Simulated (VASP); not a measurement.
# Te (P6_3/mmc) in VASP: a series of runs

Runs on Te. Level: PBE. Tasks: single point.

All numbers are computed with VASP 6.6.1; they aren't measurements. Logs are shortened: lines on timing, memory, paths and dates and some standing lists are left out, and cuts for length are marked.

### Step 1. The cell of the first run

The structure is hexagonal, space group P6_3/mmc (No. 194). Conventional cell: a = 2.591 Å, b = 2.591 Å, c = 4.148 Å, α = 90.00°, β = 90.00°, γ = 120.00°. Within 3.4 Å of Te (site symmetry -6m2) lie 12 Te at 2.56 to 2.59 Å.

This isn't the form of Te at room conditions, which is trigonal, of chains.

### Step 2. Single point, PBE

The input, INCAR:

```
SYSTEM = Te
  PREC = Accurate
  ENCUT = 520
  EDIFF = 1E-6
  ISMEAR = -1
  SIGMA = 0.08
  LREAL = .FALSE.
  LASPH = .TRUE.
  NELM = 100
  ALGO = Normal
  ISIF = 2
  LWAVE = .FALSE.
  LCHARG = .FALSE.
  GGA = PE
  NBANDS = 13
```

The input, KPOINTS:

```
Automatic mesh
0
G
  17 17 9
  0 0 0
```

The input, POSCAR:

```
Te
1.0
    2.5912965217      0.0000000000      0.0000000000
   -1.2956482608      2.2441286166      0.0000000000
    0.0000000000      0.0000000000      4.1483085981
Te
2
Direct
    0.3333333333      0.6666666667      0.2500000000
    0.6666666667      0.3333333333      0.7500000000
```

Potentials or basis: VASP PAW PBE potentials, release 64 (Te).

Started as:

```
cat potpaw_PBE.64/Te/POTCAR > POTCAR
mpirun -np 1 vasp_std > vasp.out
```

OUTCAR:

```text
SYSTEM = Te
   PREC = Accurate
   ENCUT = 520
   EDIFF = 1E-6
   ISMEAR = -1
   LREAL = .FALSE.
   LASPH = .TRUE.
   NELM = 100
   ISIF = 2
   GGA = PE

 ion  position               nearest neighbor table
   1  0.333  0.667  0.250-   2 2.56   2 2.56   2 2.56   2 2.56   2 2.56   2 2.56   2 3.64   2 3.64
                             2 3.64   2 3.64   2 3.64   2 3.64
   2  0.667  0.333  0.750-   1 2.56   1 2.56   1 2.56   1 2.56   1 2.56   1 2.56   1 3.64   1 3.64
                             1 3.64   1 3.64   1 3.64   1 3.64

  LATTYP: Found a hexagonal cell.
 ALAT       =     2.5912965217
 C/A-ratio  =     1.6008621797

  Lattice vectors:

 A1 = (   2.5912965217,   0.0000000000,   0.0000000000)
 A2 = (  -1.2956482608,   2.2441286166,   0.0000000000)
 A3 = (   0.0000000000,   0.0000000000,   4.1483085981)

Analysis of symmetry for initial positions (statically):
=====================================================================
 Subroutine PRICEL returns:
 Original cell was already a primitive cell.

 Routine SETGRP: Setting up the symmetry group for a
 hexagonal supercell.

 Subroutine GETGRP returns: Found 24 space group operations
 (whereof 12 operations were pure point group operations)
 out of a pool of 24 trial point group operations.

The static configuration has the point symmetry D_3d.
 The point group associated with its full space group is D_6h.

Analysis of symmetry for dynamics (positions and initial velocities):
=====================================================================
 Subroutine PRICEL returns:
 Original cell was already a primitive cell.

 Routine SETGRP: Setting up the symmetry group for a
 hexagonal supercell.

 Subroutine GETGRP returns: Found 24 space group operations
 (whereof 12 operations were pure point group operations)
 out of a pool of 24 trial point group operations.

The dynamic configuration has the point symmetry D_3d.
 The point group associated with its full space group is D_6h.

 Subroutine INISYM returns: Found 24 space group operations
 (whereof 12 operations are pure point group operations),
 and found     1 'primitive' translations

----------------------------------------------------------------------------------------

                                     Primitive cell

  volume of cell :      24.1233

  direct lattice vectors                    reciprocal lattice vectors
     2.591296522  0.000000000  0.000000000     0.385907206  0.222803629  0.000000000
    -1.295648261  2.244128617  0.000000000     0.000000000  0.445607258  0.000000000
     0.000000000  0.000000000  4.148308598     0.000000000  0.000000000  0.241062104

  length of vectors
     2.591296522  2.591296522  4.148308598     0.445607258  0.445607258  0.241062104

  position of ions in fractional coordinates (direct lattice)
     0.333333333  0.666666667  0.250000000
     0.666666667  0.333333333  0.750000000

  ion indices of the primitive-cell ions
   primitive index   ion index
                 1           1
                 2           2

----------------------------------------------------------------------------------------

 KPOINTS: Automatic mesh

Automatic generation of k-mesh.
 Grid dimensions read from file:
 generate k-points for:   17   17    9

 Generating k-lattice:

  Cartesian coordinates                     Fractional coordinates (reciprocal lattice)
     0.022700424  0.013106096  0.000000000     0.058823529  0.000000000  0.000000000
     0.000000000  0.026212192  0.000000000     0.000000000  0.058823529  0.000000000
     0.000000000  0.000000000  0.026784678     0.000000000  0.000000000  0.111111111

  Length of vectors
     0.026212192  0.026212192  0.026784678

  Shift w.r.t. Gamma in fractional coordinates (k-lattice)
     0.000000000  0.000000000  0.000000000

 Subroutine IBZKPT returns following result:
 ===========================================

 Found    165 irreducible k-points:

 Following reciprocal coordinates:
            Coordinates               Weight
  0.000000  0.000000  0.000000      1.000000
  0.058824  0.000000  0.000000      6.000000
  0.117647  0.000000  0.000000      6.000000
  0.176471 -0.000000  0.000000      6.000000
  0.235294  0.000000  0.000000      6.000000
  0.294118  0.000000  0.000000      6.000000
[... 16 lines left out ...]
  0.411765  0.117647  0.000000     12.000000
  0.176471  0.176471  0.000000      6.000000
 [... further k-points ...]
   k-points           NKPTS =    165   k-points in BZ     NKDIM =    165   number of bands    NBANDS=     13
   number of dos      NEDOS =    301   number of ions     NIONS =      2
   total plane-waves  NPLWV =  12800
   dimension x,y,z NGX =    20 NGY =   20 NGZ =   32
   dimension x,y,z NGXF=    40 NGYF=   40 NGZF=   64
   ions per type =               2
   NGX,Y,Z   is equivalent  to a cutoff of  12.83, 12.83, 12.82 a.u.
   NGXF,Y,Z  is equivalent  to a cutoff of  25.66, 25.66, 25.65 a.u.
 SYSTEM =  Te
   PREC   = accura    normal or accurate (medium, high low for compatibility)
   ISTART =      0    job   : 0-new  1-cont  2-samecut
   ICHARG =      2    charge: 1-file 2-atom 10-const
   ISPIN  =      1    spin polarized calculation?
   LNONCOLLINEAR =      F non collinear calculations
   LSORBIT =      F    spin-orbit coupling
   LASPH  =      T    aspherical Exc in radial PAW
   ENCUT  =  520.0 eV  38.22 Ry    6.18 a.u.   4.82  4.82  7.71*2*pi/ulx,y,z
   NELM   =    100;   NELMIN=  2; NELMDL= -5     # of ELM steps
   EDIFF  = 0.1E-05   stopping-criterion for ELM
   LREAL  =      F    real-space projection
   EDIFFG = 0.1E-04   stopping-criterion for IOM
   NSW    =      0    number of steps for IOM
   IBRION =     -1    ionic relax: 0-MD 1-quasi-New 2-CG
   NFREE  =      0    steps in history (QN), initial steepest desc. (CG)
   ISIF   =      2    stress and relaxation
   ISYM   =      2    0-nonsym 1-usesym 2-fastsym
   POTIM  = 0.5000    time-step for ionic-motion
   TEBEG  =    0.0;   TEEND  =   0.0 temperature during run
   PSTRESS=    0.0 pullay stress
   NELECT =      12.0000    total number of electrons
   NUPDOWN=      -1.0000    fix difference up-down
   EMIN   =  10.00;   EMAX   =-10.00  energy-range for DOS
   EFERMI =   0.00;   METHOD = LEGACY
   ISMEAR =    -1;   SIGMA  =   0.08  broadening in eV -4-tet -1-fermi 0-gaus
   EFERMI_NEDOS =   21; number of points for ismear=-14 and -15
   IALGO  =     38    algorithm
   IMIX   =      4    mixing-type and parameters
     AMIX     =   0.40;   BMIX     =  1.00
     AMIX_MAG =   1.60;   BMIX_MAG =  1.00
  volume/ion in A,a.u.               =      12.06        81.40
  Fermi-wavevector in a.u.,A,eV,Ry     =   1.297149  2.451257 22.893110  1.682596
  Thomas-Fermi vector in A             =   2.428560
   LORBIT       =      0    0 simple, 1 ext, 2 COOP (PROOUT), +10 PAW based schemes
   GGA     = PE    functional components
   LHFCALC =     F    Hartree Fock is set to
   AEXX    =    0.0000 exact exchange contribution
   IVDW    =     0    specifies the selected vdW correction
   LEPSILON=     F    determine dielectric tensor
   LRPA    =     F    only Hartree local field effects (RPA)
 non-spin polarized calculation
  energy-cutoff  :      520.00
  volume of cell :       24.12
 maximum number of plane-waves:       667
 NGX is ok and might be reduce to    20
   NGX =  9   NGY =  9   NGZ = 15

 number of electron      12.0000000 magnetization

 Free energy of the ion-electron system (eV)
  ---------------------------------------------------
  ext. energy  EPLUGINS =         0.00000000
  ---------------------------------------------------
  free energy    TOTEN  =        10.21427208 eV

  energy without entropy =       10.22788009  energy(sigma->0) =       10.22107608

 E-fermi :  25.4676     XC(G=0): -14.2788

 val. band max:       25.4558512231   @ k =   0.4706   0.0588   0.3333
 cond. band min:      25.4739393730   @ k =   0.2353   0.0000   0.1111
 fundamental gap:      0.0180881499
 Fermi energy:        25.4675615513

 k-point     1 :       0.0000    0.0000    0.0000
  band No.  band energies     occupation
      1       0.4467      2.00000
      2      10.3586      2.00000
      3      10.3724      2.00000
      4      30.1741      0.00000
      5      30.1741      0.00000
      6      31.8963      0.00000
      7      33.1079      0.00000
      8      33.1079      0.00000
      9      33.3132      0.00000
     10      34.3097      0.00000
     11      38.3889      0.00000
     12      38.6332      0.00000
     13      38.6333      0.00000

 k-point     2 :       0.0588    0.0000    0.0000
  band No.  band energies     occupation
      1       0.5616      2.00000
      2      10.4713      2.00000
      3      10.4873      2.00000
      4      28.5199      0.00000
      5      29.3707      0.00000
      6      31.1340      0.00000
      7      33.7727      0.00000
      8      33.9902      0.00000
      9      34.3738      0.00000
     10      34.8066      0.00000
     11      36.5980      0.00000
     12      37.7606      0.00000
     13      37.8853      0.00000

 k-point     3 :       0.1176    0.0000    0.0000
  band No.  band energies     occupation
      1       0.9069      2.00000
      2      10.7699      2.00000
      3      10.8710      2.00000
      4      25.7109      0.09111
      5      27.9751      0.00000
      6      30.4052      0.00000
      7      33.7088      0.00000
      8      34.0090      0.00000
      9      35.0307      0.00000
     10      35.0904      0.00000
     11      35.5421      0.00000
     12      36.6990      0.00000
     13      37.2103      0.00000
[... 305 lines left out ...]
 k-point    23 :       0.4118    0.1176    0.0000
  band No.  band energies     occupation
      1       8.1840      2.00000
      2      10.3410      2.00000
      3      17.3704      2.00000
      4      17.6216      2.00000
      5      19.2813      2.00000
      6      19.8646      2.00000
      7      21.3516      2.00000
      8      28.2007      0.00000
      9      29.1080      0.00000
     10      31.5405      0.00000
     11      37.9058      0.00000
     12      39.5453      0.00000
     13      41.9323      0.00000

 k-point    24 :       0.1765    0.1765    0.0000
  band No.  band energies     occupation
      1       3.5737      2.00000
      2      13.1341      2.00000
      3      13.6938      2.00000
      4      18.6754      2.00000
      5      19.7598      2.00000
      6      27.6637      0.00000
      7      27.9735      0.00000
      8      28.1148      0.00000
      9      29.4613      0.00000
     10      34.3931      0.00000
     11      35.9388      0.00000
     12      37.7805      0.00000
     13      40.1853      0.00000

 [... further k-points ...]

------------------------ aborting loop because EDIFF is reached ----------------------------------------

  FORCE on cell =-STRESS in cart. coord.  units (eV):
  Direction    XX          YY          ZZ          XY          YZ          ZX
  --------------------------------------------------------------------------------------
  -------------------------------------------------------------------------------------
  Total       52.1134700     52.1134700     52.1584303      0.0000000     -0.0000000      0.0000000
  in kB     3461.1837933   3461.1837935   3464.1698940      0.0000001     -0.0000000      0.0000000
  external PRESSURE =    3462.1791603 kB  Pullay stress =       0.0000000 kB

 VOLUME and BASIS-vectors are now :
 -----------------------------------------------------------------------------
  energy-cutoff  :      520.00
  volume of cell :       24.12
      direct lattice vectors                 reciprocal lattice vectors
     2.591296522  0.000000000  0.000000000     0.385907206  0.222803629  0.000000000
    -1.295648261  2.244128617  0.000000000     0.000000000  0.445607258  0.000000000
     0.000000000  0.000000000  4.148308598     0.000000000  0.000000000  0.241062104

 POSITION                                       TOTAL-FORCE (eV/Angst)
 -----------------------------------------------------------------------------------
     -0.00000      1.49609      1.03708        -0.000000      0.000000      0.000000
      1.29565      0.74804      3.11123         0.000000     -0.000000      0.000000
 -----------------------------------------------------------------------------------
    total drift:                               -0.000000      0.000000      0.000000

  FREE ENERGIE OF THE ION-ELECTRON SYSTEM (eV)
  ---------------------------------------------------
  free  energy   TOTEN  =        10.2142720811 eV

  energy  without entropy=       10.2278800870  energy(sigma->0) =       10.22107608
```

Wall time 19 s (1 thread of AMD EPYC 9R45 (Zen 5), shared host); peak memory 0.13 GiB.

What came out:

```yaml
Free_energy: 10.2143 eV
Pressure: 346.2 GPa
Band_gap_on_the_k_mesh: zero (bands 6 and 7 overlap by 10.90 eV)
```

Caveat: the cell stands under pressure; spin-orbit coupling is left out, which moves the levels of the heavy elements.

[end of part 1 of 2]
